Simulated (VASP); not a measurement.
# Al2GaN3 (Cm) in VASP: notebook

Runs on Al2GaN3. Level: PBEsol. Tasks: single point.

All numbers are computed with VASP 6.6.1; they aren't measurements. Logs are shortened: lines on timing, memory, paths and dates and some standing lists are left out, and cuts for length are marked.

## 1. The cell of the first run

It takes space group Cm (No. 8, monoclinic). The conventional cell has a = 11.027 Å, b = 3.010 Å, c = 7.125 Å, α = 90.00°, β = 104.79°, γ = 90.00°. Al (site symmetry m) has 4 N at 1.81 to 1.83 Å within 2.4 Å. Al (site symmetry m) has 4 N at 1.82 to 1.83 Å within 2.4 Å. Within 2.4 Å of Al (site symmetry m) lie 4 N at 1.82 to 1.83 Å. Al (site symmetry m) has 4 N at 1.82 to 1.83 Å within 2.4 Å. Ga (site symmetry m) has 4 N at 1.86 to 1.88 Å within 2.5 Å. Within 2.5 Å of Ga (site symmetry m) lie 4 N at 1.86 to 1.88 Å. Within 2.4 Å of N (site symmetry m) lie 3 Al at 1.82 Å and 1 Ga at 1.88 Å. N (site symmetry m) has 3 Al at 1.82 Å and 1 Ga at 1.88 Å within 2.4 Å.

## 2. Single point, PBEsol (equal strain along all axes, cell held: -4.0 %, then relaxed in part)

The input, INCAR:

```
SYSTEM = Al2GaN3
PREC = Accurate
ENCUT = 520
EDIFF = 1E-6
ISMEAR = 0
SIGMA = 0.02
LREAL = .False.
LASPH = .True.
NELM = 80
ALGO = Normal
ISIF = 2
LWAVE = .False.
LCHARG = .False.
GGA = PS
NBANDS = 46
```

The input, KPOINTS:

```
regular mesh
0
Gamma
  8 8 4
  0 0 0
```

The input, POSCAR:

```
Al2GaN3
1.0
    5.5134807409     -1.5051624997      0.0008751226
    5.5134807409      1.5051624997      0.0008751226
   -1.8203644891      0.0000000000      6.8883351835
Al Ga N
4 2 6
Direct
    0.9444747477      0.9444747477      0.3891113072
    0.8891082302      0.8891082302      0.7761617281
    0.2237610805      0.2237610805      0.4444137338
    0.5537989563      0.5537989563      0.1132503041
    0.2767531581      0.2767531581      0.0579261869
    0.6093241854      0.6093241854      0.7218448545
    0.1471149576      0.1471149576      0.1852364042
    0.4814640188      0.4814640188      0.8529752119
    0.8185961643      0.8185961643      0.5148461360
    0.7645152805      0.7645152805      0.9014122742
    0.0956975455      0.0956975455      0.5643553745
    0.4307566752      0.4307566752      0.2432674747
```

Potentials or basis: VASP PAW PBE potentials, release 64 (Al, Ga_d, N).

Run with:

```
cat potpaw_PBE.64/Al/POTCAR potpaw_PBE.64/Ga_d/POTCAR potpaw_PBE.64/N/POTCAR > POTCAR
mpirun -np 1 vasp_std > vasp.out
```

OUTCAR:

```text
SYSTEM = Al2GaN3
   PREC = Accurate
   ENCUT = 520
   EDIFF = 1E-6
   ISMEAR = 0
   LREAL = .False.
   LASPH = .True.
   NELM = 80
   ISIF = 2
   GGA = PS

 ion  position               nearest neighbor table
   1  0.944  0.944  0.389-  11 1.81  12 1.81  12 1.81   9 1.83   4 2.97   4 2.97   3 2.97   3 2.97
                             2 2.97   6 3.00   6 3.00   3 3.00   5 3.00   5 3.00
   2  0.889  0.889  0.776-  10 1.82   8 1.82   8 1.82   9 1.83   6 2.97   6 2.97   1 2.97   3 3.00
                             3 3.00   6 3.01   5 3.02   5 3.02   4 3.02   4 3.02
   3  0.224  0.224  0.444-   7 1.82  11 1.83   9 1.83   9 1.83   5 2.96   1 2.97   1 2.97   2 3.00
                             2 3.00   1 3.00   6 3.01   6 3.01   4 3.01   4 3.01
   4  0.554  0.554  0.113-   7 1.82   7 1.82   8 1.82  12 1.83   1 2.97   1 2.97   5 2.98   5 2.99
                             5 2.99   6 3.00   3 3.01   3 3.01   2 3.02   2 3.02
   5  0.277  0.277  0.058-  10 1.86  10 1.86  12 1.87   7 1.88   3 2.96   4 2.98   4 2.99   4 2.99
                             1 3.00   1 3.00   2 3.02   2 3.02
   6  0.609  0.609  0.722-  10 1.86  11 1.86  11 1.86   8 1.88   2 2.97   2 2.97   1 3.00   1 3.00
                             4 3.00   3 3.01   3 3.01   2 3.01
   7  0.147  0.147  0.185-   4 1.82   4 1.82   3 1.82   5 1.88
   8  0.481  0.481  0.853-   2 1.82   2 1.82   4 1.82   6 1.88
   9  0.819  0.819  0.515-   2 1.83   3 1.83   3 1.83   1 1.83
  10  0.765  0.765  0.901-   2 1.82   6 1.86   5 1.86   5 1.86
  11  0.096  0.096  0.564-   1 1.81   3 1.83   6 1.86   6 1.86
  12  0.431  0.431  0.243-   1 1.81   1 1.81   4 1.83   5 1.87

  LATTYP: Found a base centered monoclinic cell.
 ALAT       =    11.0269616207
 B/A-ratio  =     0.2729967785
 C/A-ratio  =     0.6461261230
 COS(beta)  =    -0.2553431799

  Lattice vectors:

 A1 = (   5.5134807409,  -1.5051624997,   0.0008751226)
 A2 = (   5.5134807409,   1.5051624997,   0.0008751226)
 A3 = (  -1.8203644891,   0.0000000000,   6.8883351835)

Analysis of symmetry for initial positions (statically):
=====================================================================
 Subroutine PRICEL returns:
 Original cell was already a primitive cell.

 Routine SETGRP: Setting up the symmetry group for a
 base centered monoclinic supercell.

 Subroutine GETGRP returns: Found  2 space group operations
 (whereof  2 operations were pure point group operations)
 out of a pool of  4 trial point group operations.

The static configuration has the point symmetry C_1h.

Analysis of symmetry for dynamics (positions and initial velocities):
=====================================================================
 Subroutine PRICEL returns:
 Original cell was already a primitive cell.

 Routine SETGRP: Setting up the symmetry group for a
 base centered monoclinic supercell.

 Subroutine GETGRP returns: Found  2 space group operations
 (whereof  2 operations were pure point group operations)
 out of a pool of  4 trial point group operations.

The dynamic configuration has the point symmetry C_1h.

 Subroutine INISYM returns: Found  2 space group operations
 (whereof  2 operations are pure point group operations),
 and found     1 'primitive' translations

----------------------------------------------------------------------------------------

                                     Primitive cell

  volume of cell :     114.3330

  direct lattice vectors                    reciprocal lattice vectors
     5.513480741 -1.505162500  0.000875123     0.090683010 -0.332190046  0.023964590
     5.513480741  1.505162500  0.000875123     0.090683010  0.332190046  0.023964590
    -1.820364489  0.000000000  6.888335183    -0.000023041  0.000000000  0.145166870

  length of vectors
     5.715241447  5.715241447  7.124807960     0.345178123  0.345178123  0.145166872

  position of ions in fractional coordinates (direct lattice)
     0.944474748  0.944474748  0.389111307
     0.889108230  0.889108230  0.776161728
     0.223761080  0.223761080  0.444413734
     0.553798956  0.553798956  0.113250304
     0.276753158  0.276753158  0.057926187
     0.609324185  0.609324185  0.721844854
     0.147114958  0.147114958  0.185236404
     0.481464019  0.481464019  0.852975212
     0.818596164  0.818596164  0.514846136
     0.764515280  0.764515280  0.901412274
     0.095697546  0.095697546  0.564355375
     0.430756675  0.430756675  0.243267475

  ion indices of the primitive-cell ions
   primitive index   ion index
                 1           1
                 2           2
                 3           3
                 4           4
                 5           5
                 6           6
                 7           7
                 8           8
                 9           9
                10          10
                11          11
                12          12

----------------------------------------------------------------------------------------

 KPOINTS: regular mesh

Automatic generation of k-mesh.
 Grid dimensions read from file:
 generate k-points for:    8    8    4

 Generating k-lattice:

  Cartesian coordinates                     Fractional coordinates (reciprocal lattice)
     0.011335376 -0.041523756  0.002995574     0.125000000 -0.000000000  0.000000000
     0.011335376  0.041523756  0.002995574    -0.000000000  0.125000000  0.000000000
    -0.000005760  0.000000000  0.036291717     0.000000000  0.000000000  0.250000000

  Length of vectors
     0.043147265  0.043147265  0.036291718

  Shift w.r.t. Gamma in fractional coordinates (k-lattice)
     0.000000000  0.000000000  0.000000000

 Subroutine IBZKPT returns following result:
 ===========================================

 Found     78 irreducible k-points:

 Following reciprocal coordinates:
            Coordinates               Weight
  0.000000  0.000000  0.000000      1.000000
  0.125000  0.000000  0.000000      4.000000
  0.250000  0.000000  0.000000      4.000000
  0.375000  0.000000  0.000000      4.000000
  0.500000  0.000000  0.000000      2.000000
  0.125000  0.125000  0.000000      2.000000
[... 16 lines left out ...]
  0.125000  0.000000  0.250000      4.000000
  0.250000  0.000000  0.250000      4.000000
 [... further k-points ...]
   k-points           NKPTS =     78   k-points in BZ     NKDIM =     78   number of bands    NBANDS=     46
   number of dos      NEDOS =    301   number of ions     NIONS =     12
   total plane-waves  NPLWV = 124416
   dimension x,y,z NGX =    48 NGY =   48 NGZ =   54
   dimension x,y,z NGXF=    96 NGYF=   96 NGZF=  108
   ions per type =               4   2   6
   NGX,Y,Z   is equivalent  to a cutoff of  13.96, 13.96, 12.60 a.u.
   NGXF,Y,Z  is equivalent  to a cutoff of  27.92, 27.92, 25.20 a.u.
 SYSTEM =  Al2GaN3
   PREC   = accura    normal or accurate (medium, high low for compatibility)
   ISTART =      0    job   : 0-new  1-cont  2-samecut
   ICHARG =      2    charge: 1-file 2-atom 10-const
   ISPIN  =      1    spin polarized calculation?
   LNONCOLLINEAR =      F non collinear calculations
   LSORBIT =      F    spin-orbit coupling
   LASPH  =      T    aspherical Exc in radial PAW
   ENCUT  =  520.0 eV  38.22 Ry    6.18 a.u.  10.63 10.63 13.25*2*pi/ulx,y,z
   NELM   =     80;   NELMIN=  2; NELMDL= -5     # of ELM steps
   EDIFF  = 0.1E-05   stopping-criterion for ELM
   LREAL  =      F    real-space projection
   EDIFFG = 0.1E-04   stopping-criterion for IOM
   NSW    =      0    number of steps for IOM
   IBRION =     -1    ionic relax: 0-MD 1-quasi-New 2-CG
   NFREE  =      0    steps in history (QN), initial steepest desc. (CG)
   ISIF   =      2    stress and relaxation
   ISYM   =      2    0-nonsym 1-usesym 2-fastsym
   POTIM  = 0.5000    time-step for ionic-motion
   TEBEG  =    0.0;   TEEND  =   0.0 temperature during run
   PSTRESS=    0.0 pullay stress
   NELECT =      68.0000    total number of electrons
   NUPDOWN=      -1.0000    fix difference up-down
   EMIN   =  10.00;   EMAX   =-10.00  energy-range for DOS
   EFERMI =   0.00;   METHOD = LEGACY
   ISMEAR =     0;   SIGMA  =   0.02  broadening in eV -4-tet -1-fermi 0-gaus
   EFERMI_NEDOS =   21; number of points for ismear=-14 and -15
   IALGO  =     38    algorithm
   IMIX   =      4    mixing-type and parameters
     AMIX     =   0.40;   BMIX     =  1.00
     AMIX_MAG =   1.60;   BMIX_MAG =  1.00
  volume/ion in A,a.u.               =       9.53        64.30
  Fermi-wavevector in a.u.,A,eV,Ry     =   1.376746  2.601673 25.788893  1.895430
  Thomas-Fermi vector in A             =   2.501963
   LORBIT       =      0    0 simple, 1 ext, 2 COOP (PROOUT), +10 PAW based schemes
   GGA     = PS    functional components
   LHFCALC =     F    Hartree Fock is set to
   AEXX    =    0.0000 exact exchange contribution
   IVDW    =     0    specifies the selected vdW correction
   LEPSILON=     F    determine dielectric tensor
   LRPA    =     F    only Hartree local field effects (RPA)
 non-spin polarized calculation
 Gauss-broadening in eV      SIGMA  =   0.02
  energy-cutoff  :      520.00
  volume of cell :      114.33
 maximum number of plane-waves:      3108
 NGX is ok and might be reduce to    48
   NGX = 21   NGY = 21   NGZ = 27

 number of electron      68.0000009 magnetization

 Free energy of the ion-electron system (eV)
  ---------------------------------------------------
  ext. energy  EPLUGINS =         0.00000000
  ---------------------------------------------------
  free energy    TOTEN  =       -87.51807289 eV

  energy without entropy =      -87.51807289  energy(sigma->0) =      -87.51807289

 E-fermi :   7.1645     XC(G=0): -11.9825

 val. band max:        7.0838062862   @ k =   0.0000   0.0000   0.0000
 cond. band min:      11.3001803447   @ k =   0.0000   0.0000   0.0000
 fundamental gap:      4.2163740585
 Fermi energy:         7.1645384089

 k-point     1 :       0.0000    0.0000    0.0000
  band No.  band energies     occupation
      1      -9.3137      2.00000
      2      -8.0211      2.00000
      3      -7.6936      2.00000
      4      -7.4519      2.00000
      5      -7.1900      2.00000
      6      -6.8290      2.00000
[... 38 lines left out ...]
     45      17.8530      0.00000
     46      18.3705      0.00000
[... 1086 lines left out ...]
      6      -6.4808      2.00000
[... 38 lines left out ...]
     45      17.2220      0.00000
     46      17.5706      0.00000

 [... further k-points ...]
[... 5 lines left out ...]
  --------------------------------------------------------------------------------------
  -------------------------------------------------------------------------------------
  Total       21.6797930     22.4892292     22.1939016      0.0000000      0.0000000      0.3746832
  in kB      303.8043437    315.1471744    311.0086750      0.0000000      0.0000000      5.2505287
  external PRESSURE =     309.9867310 kB  Pullay stress =       0.0000000 kB

 VOLUME and BASIS-vectors are now :
 -----------------------------------------------------------------------------
  energy-cutoff  :      520.00
  volume of cell :      114.33
      direct lattice vectors                 reciprocal lattice vectors
     5.513480741 -1.505162500  0.000875123     0.090683010 -0.332190046  0.023964590
     5.513480741  1.505162500  0.000875123     0.090683010  0.332190046  0.023964590
    -1.820364489  0.000000000  6.888335183    -0.000023041  0.000000000  0.145166870

 POSITION                                       TOTAL-FORCE (eV/Angst)
 -----------------------------------------------------------------------------------
      9.70636      0.00000      2.68198         0.005165      0.000000     -0.002803
      8.39126      0.00000      5.34802        -0.002357      0.000000     -0.002820
      1.65841      0.00000      3.06166         0.003420      0.000000      0.001819
      5.90056      0.00000      0.78108         0.000739      0.000000      0.000264
      2.94630      0.00000      0.39950         0.005646      0.000000     -0.008566
      5.40497      0.00000      4.97338         0.007465      0.000000     -0.006369
      1.28503      0.00000      1.27623         0.022247      0.000000     -0.011392
      3.75636      0.00000      5.87642         0.027083      0.000000     -0.014078
      8.08942      0.00000      3.54787         0.000818      0.000000     -0.000117
      6.78938      0.00000      6.21057        -0.034124      0.000000      0.021268
      0.02792      0.00000      3.88764        -0.007345      0.000000      0.041636
      4.30710      0.00000      1.67646        -0.028757      0.000000     -0.018839
 -----------------------------------------------------------------------------------
    total drift:                               -0.000226      0.000000     -0.000122

  FREE ENERGIE OF THE ION-ELECTRON SYSTEM (eV)
  ---------------------------------------------------
  free  energy   TOTEN  =       -87.5180728881 eV

  energy  without entropy=      -87.5180728881  energy(sigma->0) =      -87.51807289
```

It took 6.1 min on 1 thread of Intel Xeon 6975P-C (Granite Rapids), shared host; peak memory 0.55 GiB.

Results:

```
Free energy            : -87.5181 eV
Pressure               : 31.0 GPa
Largest force          : 0.042 eV/Å
Band gap on the k mesh : 4.22 eV
```

Forces in eV/Å, atoms in the order of the input:
```
Al   0.005  0.000 -0.003
Al  -0.002  0.000 -0.003
Al   0.003  0.000  0.002
Al   0.001  0.000  0.000
Ga   0.006  0.000 -0.009
Ga   0.007  0.000 -0.006
N    0.022  0.000 -0.011
N    0.027  0.000 -0.014
N    0.001  0.000  0.000
N   -0.034  0.000  0.021
N   -0.007  0.000  0.042
N   -0.029  0.000 -0.019
```

Levels at points of the mesh, in eV from the valence-band top:
| k point | band 30 | band 31 | band 32 | band 33 | band 34 | band 35 | band 36 | band 37 | band 38 | band 39 |
| --- | --- | --- | --- | --- | --- | --- | --- | --- | --- | --- |
| (0.00, 0.00, 0.00) | -1.10 | -0.97 | -0.10 | -0.04 | 0.00 | 4.22 | 5.49 | 5.84 | 6.35 | 6.44 |
| (0.50, 0.00, 0.00) | -1.94 | -1.71 | -1.62 | -1.49 | -1.42 | 5.05 | 5.42 | 5.66 | 5.89 | 7.34 |
| (0.50, 0.50, 0.00) | -1.12 | -0.96 | -0.74 | -0.62 | -0.39 | 5.57 | 6.03 | 6.18 | 6.49 | 7.68 |
| (0.00, 0.00, 0.50) | -1.45 | -0.64 | -0.53 | -0.37 | -0.10 | 5.02 | 5.41 | 5.63 | 5.86 | 7.79 |
| (0.50, 0.00, 0.50) | -2.18 | -2.09 | -1.21 | -1.05 | -0.86 | 5.54 | 5.72 | 5.85 | 6.07 | 6.97 |
| (0.50, 0.50, 0.50) | -0.92 | -0.85 | -0.72 | -0.28 | -0.19 | 5.62 | 5.70 | 6.32 | 6.78 | 6.90 |

Caveat: the cell differs from its parent crystal (equal strain along all axes, cell held: -4.0 %, then relaxed in part); the cell stands under pressure; the PAW data sets were made with another functional, which shifts forces and pressure a little.

[end of part 1 of 2]
